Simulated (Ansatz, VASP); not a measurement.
## NiO: VASP beside Ansatz

File POSCAR:

```
NiO
1.0
    0.0000000000      2.0878876553      2.0878876553
    2.0878876553      0.0000000000      2.0878876553
    2.0878876553      2.0878876553      0.0000000000
Ni O
1 1
Direct
    0.0000000000      0.0000000000      0.0000000000
    0.5000000000      0.5000000000      0.5000000000
```

The input INCAR.step1:

```
PREC = Accurate ; ENCUT = 520
ISMEAR = 0 ; SIGMA = 0.02
LREAL = F ; LASPH = T
NELM = 150 ; ISPIN = 2
MAGMOM = 1.83 0.31 ; LMAXMIX = 4
NBANDS = 19 ; GGA = PE
ALGO = Normal ; EDIFF = 1E-4
LWAVE = T ; LCHARG = F
```

File INCAR.step2:

```
PREC = Accurate ; ENCUT = 520
EDIFF = 1E-6 ; ISMEAR = 0
SIGMA = 0.02 ; LREAL = F
LASPH = T ; NELM = 150
ALGO = Normal ; ISIF = 2
LWAVE = F ; LCHARG = T
ISPIN = 2 ; MAGMOM = 1.83 0.31
LORBIT = 11 ; LMAXMIX = 4
METAGGA = R2SCAN ; LMIXTAU = T
LELF = T ; LVHAR = T
NBANDS = 19 ; ISTART = 1
```

Contents of KPOINTS:

```
Automatic mesh
0
Gamma
  12 12 12
```

Input for Ansatz:

```yaml
crystal:
  lattice:
    - [0.0, 2.0878876553, 2.0878876553]
    - [2.0878876553, 0.0, 2.0878876553]
    - [2.0878876553, 2.0878876553, 0.0]
  atoms:
    - { symbol: Ni, position: [0.0, 0.0, 0.0], spin: 1.83 }
    - { symbol: O, position: [0.5, 0.5, 0.5], spin: 0.31 }
basis:
  ecutwfc: 500
kpoints:
  mp_grid: { grid: [12, 12, 12] }
  band_path: { path: [VBM, CBM], npoints: 2 }
hamiltonian:
  xc: r2scan
scf:
  occupations: { method: gaussian, width: 0.02 }
output:
  forces: true
  stress: true
  eigenvalues: true
  populations: true
magnetization:
  spin_polarized: true
checkpoint:
  read: start.run
  write: ck
  compress: false
  write_wavefunctions: false
  write_every: 100000
```

Alike in both runs: task single point; functional r2SCAN; k mesh 12 × 12 × 12; occupations gaussian, width 0.02 eV; collinear spin.

|  | VASP | Ansatz |
| --- | --- | --- |
| version | VASP 6.6.1 | Ansatz 0.2.0 |
| potentials or method | VASP PAW PBE potentials, release 64 (Ni, O), cutoff 520 eV | scalar-relativistic, plane waves, PAW |
| valence electrons in the cell | 16 | 24 |

|  | VASP | Ansatz | Ansatz less VASP |
| --- | --- | --- | --- |
| gap on the k mesh at the Fermi level (eV) | 0.71 | 0.79 | +0.083 |
| least direct gap on the mesh (eV) | 1.74 | 1.82 | +0.077 |
| pressure (GPa) | 2.1 | 2.0 | -0.10 |
| net moment per atom (μB) | 1.00 | 1.00 | 0.000 |
| size of the moment on the site where the two differ most (μB) | 1.69 | 1.67 | -0.025 |

VASP's potentials were made for PBE, not for r2SCAN. Site moments also hang on the region over which each program counts them. With one functional, cell and mesh, what is left measures potentials, basis and numerics. VASP's potentials hold 16 valence electrons a cell and Ansatz's 24, so a difference there can come from the potentials and not from the codes. Ansatz's warnings: stability check not made.
